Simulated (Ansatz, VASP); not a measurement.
## One calculation of BAs, two programs

```
B As
1.0
    -1.63359    1.63359    2.30877
     1.63359   -1.63359    2.30877
     1.63359    1.63359   -2.30877
B As
1 1
Cartesian
  0.0000 0.0000 2.3088
  0.0000 0.0000 0.0000
```

Alike in both runs: functional PBE; k mesh 7 × 7 × 7; occupations gaussian, width 0.2 eV; no spin polarisation.

Ansatz relaxed the structure, and its values are those at the end. VASP's run is a single point on that final structure, the one shown.

```csv
,VASP,Ansatz
version,VASP 6.6.1,Ansatz 0.2.0
potentials or method,"VASP PAW PBE potentials, release 64 (B, As), cutoff 500 eV","scalar-relativistic, plane waves, PAW"
valence electrons in the cell,8,18
```

|  | VASP | Ansatz | Ansatz less VASP |
| --- | --- | --- | --- |
| gap on the k mesh at the Fermi level (eV) | none | none | - |
| pressure (GPa) | 0.3 | 0.0 | -0.35 |

A gap of «none» marks a metal or a gap that the smearing closes. VASP's potentials hold 8 valence electrons a cell and Ansatz's 18, so a difference there can come from the potentials and not from the codes.

The k mesh is coarse, so the values compare programs but aren't converged.
